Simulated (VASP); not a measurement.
# PtS2 (P-3m1) in VASP: a series of runs

PtS2 is run at these levels: PBE+D3(BJ); tasks: single point.

Everything below comes from runs of VASP 6.6.1. Logs are shortened: lines on timing, memory, paths and dates and some standing lists are left out, and cuts for length are marked.

**1. The cell of the first run**

It takes space group P-3m1 (No. 164, trigonal). The conventional cell has a = 3.586 Å, b = 3.586 Å, c = 4.937 Å, α = 90.00°, β = 90.00°, γ = 120.00°. Within 3.2 Å of Pt (site symmetry -3m) lie 6 S at 2.40 Å. S (site symmetry 3m) has 3 Pt at 2.40 Å and 3 S at 3.19 Å within 3.2 Å.

**2. Single point, PBE+D3(BJ) (volume scaled by 1.06, then relaxed in part)**

The input, INCAR:

```
ALGO = Normal ; EDIFF = 1E-6
ENCUT = 520 ; GGA = PE
ISIF = 2 ; ISMEAR = 0
IVDW = 12 ; LASPH = True
LCHARG = False ; LREAL = False
LWAVE = False ; NBANDS = 18
NELM = 60 ; PREC = Accurate
SIGMA = 0.01
```

The input, KPOINTS:

```
k-points
0
Gamma
  12 12 8
```

The input, POSCAR:

```
PtS2
1.0
    3.5855690640      0.0000000000      0.0000000000
   -1.7927845320      3.1051938965      0.0000000000
    0.0000000000      0.0000000000      4.9369305013
Pt S
1 2
Direct
    0.0000000000      0.0000000000      0.0000000000
    0.3333333333      0.6666666667      0.2456636477
    0.6666666667      0.3333333333      0.7543363523
```

Potentials or basis: VASP PAW PBE potentials, release 64 (Pt, S).

The run is started by

```bash
$ cat potpaw_PBE.64/Pt/POTCAR potpaw_PBE.64/S/POTCAR > POTCAR
$ mpirun -np 1 vasp_std > vasp.out
```

OUTCAR:

```text
EDIFF = 1E-6
   ENCUT = 520
   GGA = PE
   ISIF = 2
   ISMEAR = 0
   IVDW = 12
   LASPH = True
   LREAL = False
   NELM = 60
   PREC = Accurate
 IVDW          = 12

 ion  position               nearest neighbor table
   1  0.000  0.000  0.000-   2 2.40   3 2.40   3 2.40   2 2.40   3 2.40   2 2.40
   2  0.333  0.667  0.246-   1 2.40   1 2.40   1 2.40
   3  0.667  0.333  0.754-   1 2.40   1 2.40   1 2.40

  LATTYP: Found a hexagonal cell.
 ALAT       =     3.5855690640
 C/A-ratio  =     1.3768889716

  Lattice vectors:

 A1 = (   3.5855690640,   0.0000000000,   0.0000000000)
 A2 = (  -1.7927845320,   3.1051938965,   0.0000000000)
 A3 = (   0.0000000000,   0.0000000000,   4.9369305013)

Analysis of symmetry for initial positions (statically):
=====================================================================
 Subroutine PRICEL returns:
 Original cell was already a primitive cell.

 Routine SETGRP: Setting up the symmetry group for a
 hexagonal supercell.

 Subroutine GETGRP returns: Found 12 space group operations
 (whereof 12 operations were pure point group operations)
 out of a pool of 24 trial point group operations.

The static configuration has the point symmetry D_3d.

Analysis of symmetry for dynamics (positions and initial velocities):
=====================================================================
 Subroutine PRICEL returns:
 Original cell was already a primitive cell.

 Routine SETGRP: Setting up the symmetry group for a
 hexagonal supercell.

 Subroutine GETGRP returns: Found 12 space group operations
 (whereof 12 operations were pure point group operations)
 out of a pool of 24 trial point group operations.

The dynamic configuration has the point symmetry D_3d.

 Subroutine INISYM returns: Found 12 space group operations
 (whereof 12 operations are pure point group operations),
 and found     1 'primitive' translations

----------------------------------------------------------------------------------------

                                     Primitive cell

  volume of cell :      54.9672

  direct lattice vectors                    reciprocal lattice vectors
     3.585569064  0.000000000  0.000000000     0.278895757  0.161020541  0.000000000
    -1.792784532  3.105193896  0.000000000     0.000000000  0.322041081  0.000000000
     0.000000000  0.000000000  4.936930501     0.000000000  0.000000000  0.202555009

  length of vectors
     3.585569064  3.585569064  4.936930501     0.322041081  0.322041081  0.202555009

  position of ions in fractional coordinates (direct lattice)
     0.000000000  0.000000000  0.000000000
     0.333333333  0.666666667  0.245663648
     0.666666667  0.333333333  0.754336352

  ion indices of the primitive-cell ions
   primitive index   ion index
                 1           1
                 2           2
                 3           3

----------------------------------------------------------------------------------------

 KPOINTS: k-points

Automatic generation of k-mesh.
 Grid dimensions read from file:
 generate k-points for:   12   12    8

 Generating k-lattice:

  Cartesian coordinates                     Fractional coordinates (reciprocal lattice)
     0.023241313  0.013418378  0.000000000     0.083333333  0.000000000  0.000000000
     0.000000000  0.026836757  0.000000000     0.000000000  0.083333333  0.000000000
     0.000000000  0.000000000  0.025319376     0.000000000  0.000000000  0.125000000

  Length of vectors
     0.026836757  0.026836757  0.025319376

  Shift w.r.t. Gamma in fractional coordinates (k-lattice)
     0.000000000  0.000000000  0.000000000

 Subroutine IBZKPT returns following result:
 ===========================================

 Found    131 irreducible k-points:

 Following reciprocal coordinates:
            Coordinates               Weight
  0.000000  0.000000  0.000000      1.000000
  0.083333  0.000000  0.000000      6.000000
  0.166667  0.000000  0.000000      6.000000
  0.250000  0.000000  0.000000      6.000000
  0.333333  0.000000  0.000000      6.000000
  0.416667  0.000000  0.000000      6.000000
[... 16 lines left out ...]
  0.166667  0.000000  0.125000      6.000000
  0.000000  0.166667  0.125000      6.000000
 [... further k-points ...]
   k-points           NKPTS =    131   k-points in BZ     NKDIM =    131   number of bands    NBANDS=     18
   number of dos      NEDOS =    301   number of ions     NIONS =      3
   total plane-waves  NPLWV =  31360
   dimension x,y,z NGX =    28 NGY =   28 NGZ =   40
   dimension x,y,z NGXF=    56 NGYF=   56 NGZF=   80
   ions per type =               1   2
   NGX,Y,Z   is equivalent  to a cutoff of  12.98, 12.98, 13.47 a.u.
   NGXF,Y,Z  is equivalent  to a cutoff of  25.96, 25.96, 26.94 a.u.
 SYSTEM =  unknown system
   PREC   = accura    normal or accurate (medium, high low for compatibility)
   ISTART =      0    job   : 0-new  1-cont  2-samecut
   ICHARG =      2    charge: 1-file 2-atom 10-const
   ISPIN  =      1    spin polarized calculation?
   LNONCOLLINEAR =      F non collinear calculations
   LSORBIT =      F    spin-orbit coupling
   LASPH  =      T    aspherical Exc in radial PAW
   ENCUT  =  520.0 eV  38.22 Ry    6.18 a.u.   6.67  6.67  9.18*2*pi/ulx,y,z
   NELM   =     60;   NELMIN=  2; NELMDL= -5     # of ELM steps
   EDIFF  = 0.1E-05   stopping-criterion for ELM
   LREAL  =      F    real-space projection
   EDIFFG = 0.1E-04   stopping-criterion for IOM
   NSW    =      0    number of steps for IOM
   IBRION =     -1    ionic relax: 0-MD 1-quasi-New 2-CG
   NFREE  =      0    steps in history (QN), initial steepest desc. (CG)
   ISIF   =      2    stress and relaxation
   ISYM   =      2    0-nonsym 1-usesym 2-fastsym
   POTIM  = 0.5000    time-step for ionic-motion
   TEBEG  =    0.0;   TEEND  =   0.0 temperature during run
   PSTRESS=    0.0 pullay stress
   NELECT =      22.0000    total number of electrons
   NUPDOWN=      -1.0000    fix difference up-down
   EMIN   =  10.00;   EMAX   =-10.00  energy-range for DOS
   EFERMI =   0.00;   METHOD = LEGACY
   ISMEAR =     0;   SIGMA  =   0.01  broadening in eV -4-tet -1-fermi 0-gaus
   EFERMI_NEDOS =   21; number of points for ismear=-14 and -15
   IALGO  =     38    algorithm
   IMIX   =      4    mixing-type and parameters
     AMIX     =   0.40;   BMIX     =  1.00
     AMIX_MAG =   1.60;   BMIX_MAG =  1.00
  volume/ion in A,a.u.               =      18.32       123.65
  Fermi-wavevector in a.u.,A,eV,Ry     =   1.206464  2.279887 19.804041  1.455556
  Thomas-Fermi vector in A             =   2.342131
   LORBIT       =      0    0 simple, 1 ext, 2 COOP (PROOUT), +10 PAW based schemes
   GGA     = PE    functional components
   LHFCALC =     F    Hartree Fock is set to
   AEXX    =    0.0000 exact exchange contribution
   IVDW    =    12    specifies the selected vdW correction
   LEPSILON=     F    determine dielectric tensor
   LRPA    =     F    only Hartree local field effects (RPA)
 non-spin polarized calculation
 Gauss-broadening in eV      SIGMA  =   0.01
  energy-cutoff  :      520.00
  volume of cell :       54.97
 maximum number of plane-waves:      1519
 NGX is ok and might be reduce to    28
   NGX = 13   NGY = 13   NGZ = 19

 number of electron      21.9999998 magnetization

 Free energy of the ion-electron system (eV)
  ---------------------------------------------------
  ext. energy  EPLUGINS =         0.00000000
  ---------------------------------------------------
  free energy    TOTEN  =       -15.38350860 eV

  energy without entropy =      -15.38350860  energy(sigma->0) =      -15.38350860

 E-fermi :   6.9653     XC(G=0): -10.6693

 val. band max:        6.8726186487   @ k =   0.0000   0.0000   0.0000
 cond. band min:       7.3800905164   @ k =  -0.0833   0.3333   0.2500
 fundamental gap:      0.5074718677
 Fermi energy:         6.9653140865

 k-point     1 :       0.0000    0.0000    0.0000
  band No.  band energies     occupation
      1      -8.4759      2.00000
      2      -5.4983      2.00000
      3      -0.1436      2.00000
      4       0.2267      2.00000
      5       0.2267      2.00000
      6       2.9945      2.00000
[... 10 lines left out ...]
     17      14.6546      0.00000
     18      19.5079      0.00000

 k-point     2 :       0.0833    0.0000    0.0000
  band No.  band energies     occupation
      1      -8.3903      2.00000
      2      -5.5464      2.00000
      3      -0.0508      2.00000
      4       0.2831      2.00000
      5       0.2996      2.00000
      6       2.8675      2.00000
[... 10 lines left out ...]
     17      14.9199      0.00000
     18      18.1245      0.00000

 k-point     3 :       0.1667    0.0000    0.0000
  band No.  band energies     occupation
      1      -8.1425      2.00000
      2      -5.6754      2.00000
      3       0.2029      2.00000
      4       0.4381      2.00000
      5       0.5187      2.00000
      6       2.4313      2.00000
[... 10 lines left out ...]
     17      15.5642      0.00000
     18      16.6859      0.00000

 k-point     4 :       0.2500    0.0000    0.0000
  band No.  band energies     occupation
      1      -7.7618      2.00000
      2      -5.8507      2.00000
      3       0.4898      2.00000
      4       0.6446      2.00000
      5       0.9110      2.00000
      6       1.7204      2.00000
[... 375 lines left out ...]
      4       0.2778      2.00000
      5       0.4064      2.00000
      6       2.8434      2.00000
[... 10 lines left out ...]
     17      15.0820      0.00000
     18      17.5690      0.00000

 k-point    23 :       0.1667    0.0000    0.1250
  band No.  band energies     occupation
      1      -8.0880      2.00000
      2      -5.7921      2.00000
      3       0.2287      2.00000
      4       0.4625      2.00000
      5       0.6310      2.00000
      6       2.4786      2.00000
[... 10 lines left out ...]
     17      15.1527      0.00000
     18      16.4203      0.00000

 k-point    24 :       0.0000    0.1667    0.1250
  band No.  band energies     occupation
      1      -8.0954      2.00000
      2      -5.7680      2.00000
      3       0.0792      2.00000
      4       0.4195      2.00000
      5       0.7798      2.00000
      6       2.3493      2.00000
[... 10 lines left out ...]
     17      15.9453      0.00000
     18      16.2314      0.00000

 [... further k-points ...]

------------------------ aborting loop because EDIFF is reached ----------------------------------------

 Edisp (eV)   -1.27006

 E8    (eV) :    -0.5090

  FORCE on cell =-STRESS in cart. coord.  units (eV):
  Direction    XX          YY          ZZ          XY          YZ          ZX
  --------------------------------------------------------------------------------------
  -------------------------------------------------------------------------------------
  Total      -0.72738    -0.72738    -0.63166     0.00000     0.00000     0.00000
  in kB     -21.20149   -21.20149   -18.41146     0.00000     0.00000     0.00000
  external pressure =      -20.27 kB  Pullay stress =        0.00 kB

 VOLUME and BASIS-vectors are now :
 -----------------------------------------------------------------------------
  energy-cutoff  :      520.00
  volume of cell :       54.97
      direct lattice vectors                 reciprocal lattice vectors
     3.585569064  0.000000000  0.000000000     0.278895757  0.161020541  0.000000000
    -1.792784532  3.105193896  0.000000000     0.000000000  0.322041081  0.000000000
     0.000000000  0.000000000  4.936930501     0.000000000  0.000000000  0.202555009

 POSITION                                       TOTAL-FORCE (eV/Angst)
 -----------------------------------------------------------------------------------
      0.00000      0.00000      0.00000         0.000000      0.000000     -0.000000
     -0.00000      2.07013      1.21282         0.000000     -0.000000     -0.037639
      1.79278      1.03506      3.72411        -0.000000      0.000000      0.037639
 -----------------------------------------------------------------------------------
    total drift:                               -0.000000      0.000000     -0.000000

  FREE ENERGIE OF THE ION-ELECTRON SYSTEM (eV)
  ---------------------------------------------------
  free  energy   TOTEN  =       -16.6535724440 eV

  energy  without entropy=      -16.6535724440  energy(sigma->0) =      -16.65357244
```

Wall time 2.7 min (1 thread of Intel Xeon Platinum 8375C at 2.90GHz (Ice Lake), shared host); peak memory 0.27 GiB.

What came out:

* Free energy: -16.6536 eV
* Pressure: -2.0 GPa
* Largest force: 0.038 eV/Å
* Band gap on the k mesh: 0.51 eV, indirect (least direct gap 0.76 eV)
* Dispersion energy per atom: -0.423 eV

Forces on the atoms (eV/Å):
```
Pt   0.000  0.000  0.000
S    0.000  0.000 -0.038
S    0.000  0.000  0.038
```

Stress tensor (GPa, compression positive):
```
-2.12  0.00  0.00
 0.00 -2.12  0.00
 0.00  0.00 -1.84
```

Caveat: spin-orbit coupling is left out, which moves the levels of the heavy elements. A k mesh can miss the band edges.

**3. Single point, PBE+D3(BJ) (volume scaled by 1.10, then relaxed in part)**

The input, INCAR:

```
SYSTEM = PtS2
PREC = Accurate
ENCUT = 520
EDIFF = 1E-6
ISMEAR = 0
SIGMA = 0.01
LREAL = .False.
LASPH = .True.
NELM = 60
ALGO = Normal
ISIF = 2
LWAVE = .False.
LCHARG = .True.
GGA = PE
IVDW = 12
LELF = .True.
LVHAR = .True.
NBANDS = 18
```

The input, KPOINTS:

```
regular mesh
0
Gamma
  12 12 8
  0 0 0
```

The input, POSCAR:

```
PtS2
1.0
    3.5845170185      0.0000000000      0.0000000000
   -1.7922585092      3.1042827984      0.0000000000
    0.0000000000      0.0000000000      5.1262375133
Pt S
1 2
Direct
    0.0000000000      0.0000000000      0.0000000000
    0.3333333333      0.6666666667      0.2373308957
    0.6666666667      0.3333333333      0.7626691043
```

Potentials or basis: VASP PAW PBE potentials, release 64 (Pt, S).

The run is started by

```bash
$ cat potpaw_PBE.64/Pt/POTCAR potpaw_PBE.64/S/POTCAR > POTCAR
$ mpirun -np 1 vasp_std > vasp.out
```

OUTCAR:

```text
SYSTEM = PtS2
   PREC = Accurate
   ENCUT = 520
   EDIFF = 1E-6
   ISMEAR = 0
   LREAL = .False.
   LASPH = .True.
   NELM = 60
   ISIF = 2
   GGA = PE
   IVDW = 12
 IVDW          = 12

 ion  position               nearest neighbor table
   1  0.000  0.000  0.000-   2 2.40   3 2.40   3 2.40   2 2.40   3 2.40   2 2.40
   2  0.333  0.667  0.237-   1 2.40   1 2.40   1 2.40
   3  0.667  0.333  0.763-   1 2.40   1 2.40   1 2.40

  LATTYP: Found a hexagonal cell.
 ALAT       =     3.5845170185
 C/A-ratio  =     1.4301055029
[... 698 lines left out ...]

 Edisp (eV)   -1.21887

 E8    (eV) :    -0.4879

  FORCE on cell =-STRESS in cart. coord.  units (eV):
  Direction    XX          YY          ZZ          XY          YZ          ZX
  --------------------------------------------------------------------------------------
  -------------------------------------------------------------------------------------
  Total      -0.93997    -0.93997    -0.81659    -0.00000     0.00000    -0.00000
  in kB     -26.40185   -26.40185   -22.93629    -0.00000     0.00000    -0.00000
  external pressure =      -25.25 kB  Pullay stress =        0.00 kB

 VOLUME and BASIS-vectors are now :
 -----------------------------------------------------------------------------
  energy-cutoff  :      520.00
  volume of cell :       57.04
      direct lattice vectors                 reciprocal lattice vectors
     3.584517019  0.000000000  0.000000000     0.278977613  0.161067800  0.000000000
    -1.792258509  3.104282798  0.000000000     0.000000000  0.322135599  0.000000000
     0.000000000  0.000000000  5.126237513     0.000000000  0.000000000  0.195074847

 POSITION                                       TOTAL-FORCE (eV/Angst)
 -----------------------------------------------------------------------------------
      0.00000      0.00000      0.00000         0.000000      0.000000      0.000000
     -0.00000      2.06952      1.21661        -0.000000      0.000000     -0.034758
      1.79226      1.03476      3.90962         0.000000     -0.000000      0.034758
 -----------------------------------------------------------------------------------
    total drift:                                0.000000     -0.000000      0.000000

  FREE ENERGIE OF THE ION-ELECTRON SYSTEM (eV)
  ---------------------------------------------------
  free  energy   TOTEN  =       -16.6306265936 eV

  energy  without entropy=      -16.6306265936  energy(sigma->0) =      -16.63062659
```

OSZICAR:

```text
N       E                     dE             d eps       ncg     rms          rms(c)
DAV:   1     0.110585193124E+03    0.11059E+03   -0.10326E+04  4804   0.108E+03
DAV:   2    -0.112635390628E+02   -0.12185E+03   -0.11763E+03  5718   0.218E+02
DAV:   3    -0.167058741705E+02   -0.54423E+01   -0.54051E+01  5986   0.466E+01
DAV:   4    -0.167641403778E+02   -0.58266E-01   -0.58235E-01  6156   0.535E+00
DAV:   5    -0.167650912954E+02   -0.95092E-03   -0.95083E-03  6148   0.665E-01    0.173E+01
DAV:   6    -0.156953106738E+02    0.10698E+01   -0.62521E+00  4926   0.245E+01    0.117E+01
DAV:   7    -0.154282550408E+02    0.26706E+00   -0.12362E+00  4862   0.112E+01    0.569E+00
DAV:   8    -0.154150242935E+02    0.13231E-01   -0.71417E-02  5226   0.176E+00    0.119E+00
DAV:   9    -0.154114888087E+02    0.35355E-02   -0.93859E-03  5602   0.100E+00    0.236E-01
DAV:  10    -0.154116901485E+02   -0.20134E-03   -0.15356E-03  5800   0.244E-01    0.906E-02
DAV:  11    -0.154117514171E+02   -0.61269E-04   -0.71387E-05  5734   0.702E-02    0.460E-02
DAV:  12    -0.154117535777E+02   -0.21606E-05   -0.11302E-05  5770   0.301E-02    0.105E-02
DAV:  13    -0.154117548701E+02   -0.12925E-05   -0.15605E-06  5040   0.850E-03    0.364E-03
DAV:  14    -0.154117550737E+02   -0.20355E-06   -0.22898E-07  3650   0.380E-03
   1 F= -.16630627E+02 E0= -.16630627E+02  d E =-.178596E-12
```

stdout:

```text
POSCAR found type information on POSCAR PtS
 POSCAR found :  2 types and       3 ions
 scaLAPACK will be used
 LDA part: xc-table for (Slater+PW92), standard interpolation
 POSCAR, INCAR and KPOINTS ok, starting setup
 FFT: planning ... GRIDC
 FFT: planning ... GRID_SOFT
 FFT: planning ... GRID
 WAVECAR not read
 entering main loop
```

It took 2.8 min on 1 thread of Intel Xeon Platinum 8375C at 2.90GHz (Ice Lake), shared host; peak memory 0.28 GiB.

What came out:

* Free energy: -16.6306 eV
* Pressure: -2.5 GPa
* Largest force: 0.035 eV/Å
* Band gap on the k mesh: 0.73 eV, indirect (least direct gap 0.86 eV)
* Dispersion energy per atom: -0.406 eV

Forces on the atoms (eV/Å):
```
Pt   0.000  0.000  0.000
S    0.000  0.000 -0.035
S    0.000  0.000  0.035
```

Caveat: spin-orbit coupling is left out, which moves the levels of the heavy elements.
